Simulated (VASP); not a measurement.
# W (Fm-3m) in VASP: a series of runs, part 2 of 2

VASP 6.6.1. Earlier steps stand in the parts before.

**3. Single point, PBEsol**

File INCAR:

```
ALGO     = Normal         # electronic algorithm
EDIFF    = 1E-6           # SCF threshold, eV
ENCUT    = 500            # plane-wave cutoff, eV
GGA      = PS             # functional
GGA_COMPAT= F            
ISIF     = 2              # what is computed and relaxed
ISMEAR   = 0              # smearing method
LASPH    = T              # aspherical terms in the spheres
LCHARG   = F              # write CHGCAR
LREAL    = F              # projectors in reciprocal space
LWAVE    = F              # write WAVECAR
NBANDS   = 13             # bands
NELM     = 120            # most SCF steps
PREC     = Accurate       # precision mode
SIGMA    = 0.2            # smearing width, eV
```

File KPOINTS:

```
k-points
0
Gamma
  13 13 13
```

File POSCAR:

```
W
1.0
    0.0000000000      2.0300000000      2.0300000000
    2.0300000000      0.0000000000      2.0300000000
    2.0300000000      2.0300000000      0.0000000000
W
1
Direct
    0.0000000000      0.0000000000      0.0000000000
```

Potentials or basis: VASP PAW PBE potentials, release 64 (W_sv).

Launch:

```console
> cat potpaw_PBE.64/W_sv/POTCAR > POTCAR
> mpirun -np 1 vasp_std > vasp.out
```

OUTCAR:

```text
EDIFF = 1E-6
   ENCUT = 500
   GGA = PS
   ISIF = 2
   ISMEAR = 0
   LASPH = T
   LREAL = F
   NELM = 120
   PREC = Accurate

 ion  position               nearest neighbor table
   1  0.000  0.000  0.000-

  LATTYP: Found a face centered cubic cell.
 ALAT       =     4.0600000000

  Lattice vectors:

 A1 = (   0.0000000000,   2.0300000000,   2.0300000000)
 A2 = (   2.0300000000,   0.0000000000,   2.0300000000)
 A3 = (   2.0300000000,   2.0300000000,   0.0000000000)

Analysis of symmetry for initial positions (statically):
=====================================================================
 Subroutine PRICEL returns:
 Original cell was already a primitive cell.

 Routine SETGRP: Setting up the symmetry group for a
 face centered cubic supercell.

 Subroutine GETGRP returns: Found 48 space group operations
 (whereof 48 operations were pure point group operations)
 out of a pool of 48 trial point group operations.

The static configuration has the point symmetry O_h .

Analysis of symmetry for dynamics (positions and initial velocities):
=====================================================================
 Subroutine PRICEL returns:
 Original cell was already a primitive cell.

 Routine SETGRP: Setting up the symmetry group for a
 face centered cubic supercell.

 Subroutine GETGRP returns: Found 48 space group operations
 (whereof 48 operations were pure point group operations)
 out of a pool of 48 trial point group operations.

The dynamic configuration has the point symmetry O_h .

 Subroutine INISYM returns: Found 48 space group operations
 (whereof 48 operations are pure point group operations),
 and found     1 'primitive' translations

----------------------------------------------------------------------------------------

                                     Primitive cell

  volume of cell :      16.7309

  direct lattice vectors                    reciprocal lattice vectors
     0.000000000  2.030000000  2.030000000    -0.246305419  0.246305419  0.246305419
     2.030000000  0.000000000  2.030000000     0.246305419 -0.246305419  0.246305419
     2.030000000  2.030000000  0.000000000     0.246305419  0.246305419 -0.246305419

  length of vectors
     2.870853532  2.870853532  2.870853532     0.426613499  0.426613499  0.426613499

  position of ions in fractional coordinates (direct lattice)
     0.000000000  0.000000000  0.000000000

  ion indices of the primitive-cell ions
   primitive index   ion index
                 1           1

----------------------------------------------------------------------------------------

 KPOINTS: k-points

Automatic generation of k-mesh.
 Grid dimensions read from file:
 generate k-points for:   13   13   13

 Generating k-lattice:

  Cartesian coordinates                     Fractional coordinates (reciprocal lattice)
    -0.018946571  0.018946571  0.018946571     0.076923077  0.000000000  0.000000000
     0.018946571 -0.018946571  0.018946571     0.000000000  0.076923077  0.000000000
     0.018946571  0.018946571 -0.018946571     0.000000000  0.000000000  0.076923077

  Length of vectors
     0.032816423  0.032816423  0.032816423

  Shift w.r.t. Gamma in fractional coordinates (k-lattice)
     0.000000000  0.000000000  0.000000000

 Subroutine IBZKPT returns following result:
 ===========================================

 Found     84 irreducible k-points:

 Following reciprocal coordinates:
            Coordinates               Weight
  0.000000  0.000000  0.000000      1.000000
  0.076923  0.000000  0.000000      8.000000
  0.153846  0.000000  0.000000      8.000000
  0.230769  0.000000  0.000000      8.000000
  0.307692  0.000000  0.000000      8.000000
  0.384615  0.000000  0.000000      8.000000
[... 16 lines left out ...]
  0.384615  0.153846  0.000000     24.000000
  0.461538  0.153846  0.000000     24.000000
 [... further k-points ...]
   k-points           NKPTS =     84   k-points in BZ     NKDIM =     84   number of bands    NBANDS=     13
   number of dos      NEDOS =    301   number of ions     NIONS =      1
   total plane-waves  NPLWV =  13824
   dimension x,y,z NGX =    24 NGY =   24 NGZ =   24
   dimension x,y,z NGXF=    48 NGYF=   48 NGZF=   48
   ions per type =               1
   NGX,Y,Z   is equivalent  to a cutoff of  13.90, 13.90, 13.90 a.u.
   NGXF,Y,Z  is equivalent  to a cutoff of  27.80, 27.80, 27.80 a.u.
 SYSTEM =  unknown system
   PREC   = accura    normal or accurate (medium, high low for compatibility)
   ISTART =      0    job   : 0-new  1-cont  2-samecut
   ICHARG =      2    charge: 1-file 2-atom 10-const
   ISPIN  =      1    spin polarized calculation?
   LNONCOLLINEAR =      F non collinear calculations
   LSORBIT =      F    spin-orbit coupling
   LASPH  =      T    aspherical Exc in radial PAW
   ENCUT  =  500.0 eV  36.75 Ry    6.06 a.u.   5.23  5.23  5.23*2*pi/ulx,y,z
   NELM   =    120;   NELMIN=  2; NELMDL= -5     # of ELM steps
   EDIFF  = 0.1E-05   stopping-criterion for ELM
   LREAL  =      F    real-space projection
   EDIFFG = 0.1E-04   stopping-criterion for IOM
   NSW    =      0    number of steps for IOM
   IBRION =     -1    ionic relax: 0-MD 1-quasi-New 2-CG
   NFREE  =      0    steps in history (QN), initial steepest desc. (CG)
   ISIF   =      2    stress and relaxation
   ISYM   =      2    0-nonsym 1-usesym 2-fastsym
   POTIM  = 0.5000    time-step for ionic-motion
   TEBEG  =    0.0;   TEEND  =   0.0 temperature during run
   PSTRESS=    0.0 pullay stress
   NELECT =      14.0000    total number of electrons
   NUPDOWN=      -1.0000    fix difference up-down
   EMIN   =  10.00;   EMAX   =-10.00  energy-range for DOS
   EFERMI =   0.00;   METHOD = LEGACY
   ISMEAR =     0;   SIGMA  =   0.20  broadening in eV -4-tet -1-fermi 0-gaus
   EFERMI_NEDOS =   21; number of points for ismear=-14 and -15
   IALGO  =     38    algorithm
   IMIX   =      4    mixing-type and parameters
     AMIX     =   0.40;   BMIX     =  1.00
     AMIX_MAG =   1.60;   BMIX_MAG =  1.00
  volume/ion in A,a.u.               =      16.73       112.91
  Fermi-wavevector in a.u.,A,eV,Ry     =   1.542688  2.915258 32.380324  2.379887
  Thomas-Fermi vector in A             =   2.648457
   LORBIT       =      0    0 simple, 1 ext, 2 COOP (PROOUT), +10 PAW based schemes
   GGA     = PS    functional components
   LHFCALC =     F    Hartree Fock is set to
   AEXX    =    0.0000 exact exchange contribution
   IVDW    =     0    specifies the selected vdW correction
   LEPSILON=     F    determine dielectric tensor
   LRPA    =     F    only Hartree local field effects (RPA)
 non-spin polarized calculation
 Gauss-broadening in eV      SIGMA  =   0.20
  energy-cutoff  :      500.00
  volume of cell :       16.73
 maximum number of plane-waves:       440
 NGX is ok and might be reduce to    24
   NGX = 11   NGY = 11   NGZ = 11

 number of electron      14.0000002 magnetization

 Free energy of the ion-electron system (eV)
  ---------------------------------------------------
  ext. energy  EPLUGINS =         0.00000000
  ---------------------------------------------------
  free energy    TOTEN  =       -13.28932162 eV

  energy without entropy =      -13.26047877  energy(sigma->0) =      -13.27490019

 E-fermi :  10.0544     XC(G=0): -13.4495

 val. band max:       10.0455400541   @ k =  -0.3846   0.1538   0.0000
 cond. band min:      10.0655819896   @ k =  -0.4615   0.1538   0.0000
 fundamental gap:      0.0200419354
 Fermi energy:        10.0544044587

 k-point     1 :       0.0000    0.0000    0.0000
  band No.  band energies     occupation
      1     -63.6166      2.00000
      2     -27.2660      2.00000
      3     -27.2660      2.00000
      4     -27.2660      2.00000
      5       1.1521      2.00000
      6       9.5164      1.99986
      7       9.5164      1.99986
      8       9.5164      1.99986
      9      12.5459      0.00000
     10      12.5459      0.00000
     11      22.8598      0.00000
     12      27.9440      0.00000
     13      27.9440      0.00000
[... 353 lines left out ...]
 k-point    24 :       0.4615    0.1538    0.0000
  band No.  band energies     occupation
      1     -63.5166      2.00000
      2     -28.2100      2.00000
      3     -27.5321      2.00000
      4     -27.4681      2.00000
      5       5.2719      2.00000
      6       8.2107      2.00000
      7       9.1812      2.00000
      8      10.2484      0.17022
      9      15.0595      0.00000
     10      15.2776      0.00000
     11      20.5229      0.00000
     12      24.6916      0.00000
     13      27.8987      0.00000

 [... further k-points ...]
[... 5 lines left out ...]
  --------------------------------------------------------------------------------------
  -------------------------------------------------------------------------------------
  Total       -1.2428780     -1.2428780     -1.2428780     -0.0000000     -0.0000000      0.0000000
  in kB     -119.0202857   -119.0202857   -119.0202857     -0.0000000     -0.0000000      0.0000000
  external PRESSURE =    -119.0202857 kB  Pullay stress =       0.0000000 kB

 VOLUME and BASIS-vectors are now :
 -----------------------------------------------------------------------------
  energy-cutoff  :      500.00
  volume of cell :       16.73
      direct lattice vectors                 reciprocal lattice vectors
     0.000000000  2.030000000  2.030000000    -0.246305419  0.246305419  0.246305419
     2.030000000  0.000000000  2.030000000     0.246305419 -0.246305419  0.246305419
     2.030000000  2.030000000  0.000000000     0.246305419  0.246305419 -0.246305419

 POSITION                                       TOTAL-FORCE (eV/Angst)
 -----------------------------------------------------------------------------------
      0.00000      0.00000      0.00000        -0.000000     -0.000000     -0.000000
 -----------------------------------------------------------------------------------
    total drift:                               -0.000000      0.000000      0.000000

  FREE ENERGIE OF THE ION-ELECTRON SYSTEM (eV)
  ---------------------------------------------------
  free  energy   TOTEN  =       -13.2893216192 eV

  energy  without entropy=      -13.2604787669  energy(sigma->0) =      -13.27490019
```

It took 5.2 s on 1 thread of Intel Xeon 6975P-C (Granite Rapids), shared host; peak memory 0.14 GiB.

Results:

```
Free energy            : -13.2893 eV
Pressure               : -11.9 GPa
Band gap on the k mesh : zero (band 7 reaches 12.73 eV, above the bottom of band 8 at 9.52 eV)
```

Levels at points of the mesh, in eV from the Fermi level:
| k point | band 3 | band 4 | band 5 | band 6 | band 7 | band 8 | band 9 | band 10 | band 11 | band 12 |
| --- | --- | --- | --- | --- | --- | --- | --- | --- | --- | --- |
| (0.00, 0.00, 0.00) | -37.32 | -37.32 | -8.90 | -0.54 | -0.54 | -0.54 | 2.49 | 2.49 | 12.81 | 17.89 |

Caveat: the PAW data sets were made with another functional, which shifts forces and pressure a little; spin-orbit coupling is left out, which moves the levels of the heavy elements.

**4. Single point, PBEsol**

File INCAR:

```
SYSTEM = W
PREC = Accurate
ENCUT = 500
EDIFF = 1E-6
ISMEAR = 0
SIGMA = 0.1
LREAL = .FALSE.
LASPH = .TRUE.
NELM = 120
ALGO = Normal
ISIF = 2
LWAVE = .FALSE.
LCHARG = .TRUE.
GGA = PS
LELF = .TRUE.
LVHAR = .TRUE.
NBANDS = 13
GGA_COMPAT = .FALSE.
```

File KPOINTS:

```
Automatic mesh
0
G
  13 13 13
  0 0 0
```

POSCAR is that of step 3.

Launch:

```console
> cat potpaw_PBE.64/W_sv/POTCAR > POTCAR
> mpirun -np 1 vasp_std > vasp.out
```

Wall time 5.5 s (1 thread of Intel Xeon 6975P-C (Granite Rapids), shared host); peak memory 0.15 GiB.

It converged, with:

| Item | Value |
| --- | --- |
| Free energy | -13.2779 eV |
| Pressure | -12.0 GPa |
| Band gap on the k mesh | zero (band 7 reaches 12.73 eV, above the bottom of band 8 at 9.52 eV) |

Levels at points of the mesh, in eV from the Fermi level:
| k point | band 3 | band 4 | band 5 | band 6 | band 7 | band 8 | band 9 | band 10 | band 11 | band 12 |
| --- | --- | --- | --- | --- | --- | --- | --- | --- | --- | --- |
| (0.00, 0.00, 0.00) | -37.32 | -37.32 | -8.90 | -0.54 | -0.54 | -0.54 | 2.49 | 2.49 | 12.81 | 17.89 |

Caveat: the PAW data sets were made with another functional, which shifts forces and pressure a little; spin-orbit coupling is left out, which moves the levels of the heavy elements.

**5. Single point, PBEsol**

File INCAR:

```
SYSTEM = W
PREC = Accurate
ENCUT = 500
EDIFF = 1E-6
ISMEAR = 0
SIGMA = 0.05
LREAL = .False.
LASPH = .True.
NELM = 120
ALGO = Normal
ISIF = 2
LWAVE = .False.
LCHARG = .True.
GGA = PS
LELF = .True.
LVHAR = .True.
NBANDS = 13
GGA_COMPAT = .False.
```

File KPOINTS:

```
Automatic mesh
0
Gamma
  13 13 13
  0 0 0
```

POSCAR is that of step 4.

Potentials or basis: VASP PAW PBE potentials, release 64 (W_sv).

Launch:

```console
> cat potpaw_PBE.64/W_sv/POTCAR > POTCAR
> mpirun -np 1 vasp_std > vasp.out
```

OUTCAR:

```text
SYSTEM = W
   PREC = Accurate
   ENCUT = 500
   EDIFF = 1E-6
   ISMEAR = 0
   LREAL = .False.
   LASPH = .True.
   NELM = 120
   ISIF = 2
   GGA = PS

 ion  position               nearest neighbor table
   1  0.000  0.000  0.000-

  LATTYP: Found a face centered cubic cell.
 ALAT       =     4.0600000000

  Lattice vectors:

 A1 = (   0.0000000000,   2.0300000000,   2.0300000000)
 A2 = (   2.0300000000,   0.0000000000,   2.0300000000)
 A3 = (   2.0300000000,   2.0300000000,   0.0000000000)

Analysis of symmetry for initial positions (statically):
=====================================================================
 Subroutine PRICEL returns:
 Original cell was already a primitive cell.

 Routine SETGRP: Setting up the symmetry group for a
 face centered cubic supercell.

 Subroutine GETGRP returns: Found 48 space group operations
 (whereof 48 operations were pure point group operations)
 out of a pool of 48 trial point group operations.

[... 159 lines left out ...]
  energy without entropy =      -13.27236694  energy(sigma->0) =      -13.27351116

 E-fermi :  10.0529     XC(G=0): -13.4500

 val. band max:       10.0437940252   @ k =  -0.3846   0.1538   0.0000
 cond. band min:      10.0638425425   @ k =  -0.4615   0.1538   0.0000
 fundamental gap:      0.0200485173
 Fermi energy:        10.0529003036

 k-point     1 :       0.0000    0.0000    0.0000
  band No.  band energies     occupation
      1     -63.6210      2.00000
      2     -27.2700      2.00000
      3     -27.2700      2.00000
      4     -27.2700      2.00000
      5       1.1523      2.00000
      6       9.5148      2.00000
      7       9.5148      2.00000
      8       9.5148      2.00000
      9      12.5435      0.00000
     10      12.5435      0.00000
     11      22.8607      0.00000
     12      27.9443      0.00000
     13      27.9443      0.00000
[... 354 lines left out ...]
  band No.  band energies     occupation
      1     -63.5210      2.00000
      2     -28.2138      2.00000
      3     -27.5360      2.00000
      4     -27.4721      2.00000
      5       5.2715      2.00000
      6       8.2097      2.00000
      7       9.1802      2.00000
      8      10.2466      0.00000
      9      15.0568      0.00000
     10      15.2758      0.00000
     11      20.5216      0.00000
     12      24.6918      0.00000
     13      27.8983      0.00000

 [... further k-points ...]
[... 5 lines left out ...]
  --------------------------------------------------------------------------------------
  -------------------------------------------------------------------------------------
  Total       -1.2466730     -1.2466730     -1.2466730     -0.0000000     -0.0000000      0.0000000
  in kB     -119.3837014   -119.3837014   -119.3837014     -0.0000000     -0.0000000      0.0000000
  external PRESSURE =    -119.3837014 kB  Pullay stress =       0.0000000 kB

 VOLUME and BASIS-vectors are now :
 -----------------------------------------------------------------------------
  energy-cutoff  :      500.00
  volume of cell :       16.73
      direct lattice vectors                 reciprocal lattice vectors
     0.000000000  2.030000000  2.030000000    -0.246305419  0.246305419  0.246305419
     2.030000000  0.000000000  2.030000000     0.246305419 -0.246305419  0.246305419
     2.030000000  2.030000000  0.000000000     0.246305419  0.246305419 -0.246305419

 POSITION                                       TOTAL-FORCE (eV/Angst)
 -----------------------------------------------------------------------------------
      0.00000      0.00000      0.00000         0.000000      0.000000      0.000000
 -----------------------------------------------------------------------------------
    total drift:                                0.000000      0.000000      0.000000

  FREE ENERGIE OF THE ION-ELECTRON SYSTEM (eV)
  ---------------------------------------------------
  free  energy   TOTEN  =       -13.2746553861 eV

  energy  without entropy=      -13.2723669439  energy(sigma->0) =      -13.27351116
```

OSZICAR:

```text
N       E                     dE             d eps       ncg     rms          rms(c)
DAV:   1     0.818340309270E+02    0.81834E+02   -0.73632E+03  2197   0.118E+03
DAV:   2    -0.123253945692E+02   -0.94159E+02   -0.90707E+02  2434   0.310E+02
DAV:   3    -0.139905899773E+02   -0.16652E+01   -0.16547E+01  2414   0.396E+01
DAV:   4    -0.139979142391E+02   -0.73243E-02   -0.73241E-02  2459   0.287E+00
DAV:   5    -0.139979789999E+02   -0.64761E-04   -0.64760E-04  2424   0.259E-01    0.190E+01
DAV:   6    -0.134148958243E+02    0.58308E+00   -0.49611E-01  2304   0.913E+00    0.709E+00
DAV:   7    -0.132798611873E+02    0.13503E+00   -0.21219E-01  2434   0.556E+00    0.547E-01
DAV:   8    -0.132747130078E+02    0.51482E-02   -0.39316E-03  2219   0.806E-01    0.952E-02
DAV:   9    -0.132746517795E+02    0.61228E-04   -0.97616E-05  2675   0.112E-01    0.448E-02
DAV:  10    -0.132746547962E+02   -0.30167E-05   -0.47094E-06  2314   0.277E-02    0.154E-02
DAV:  11    -0.132746553861E+02   -0.58990E-06   -0.14998E-07  1252   0.369E-03
   1 F= -.13274655E+02 E0= -.13273511E+02  d E =-.228844E-02
```

Wall time 5.8 s (1 thread of Intel Xeon 6975P-C (Granite Rapids), shared host); peak memory 0.14 GiB.

Results:

| Quantity | Value |
| --- | --- |
| Free energy | -13.2747 eV |
| Pressure | -11.9 GPa |
| Band gap on the k mesh | zero (band 7 reaches 12.73 eV, above the bottom of band 8 at 9.51 eV) |

Caveat: the PAW data sets were made with another functional, which shifts forces and pressure a little; spin-orbit coupling is left out, which moves the levels of the heavy elements.

**6. Overview**

```tsv
smearing	gap on the mesh (eV)	pressure (GPa)
gaussian 0.3 eV	none	-11.8
gaussian 0.2 eV	none	-11.9
gaussian 0.1 eV	none	-12.0
gaussian 0.05 eV	none	-11.9
```

Alike in all rows: task single point; level PBEsol; potentials or basis VASP PAW PBE potentials, release 64 (W_sv); no spin polarisation; cell as given; k mesh 13 × 13 × 13; cutoff (eV) 500.

Every run on the cell as given and a fine mesh finds a metal.

Caveats: the PAW data sets were made with another functional, which shifts forces and pressure a little; spin-orbit coupling is left out, which moves the levels of the heavy elements.

Total energies depend on the potentials used, so only differences within one code and one set of settings carry meaning.
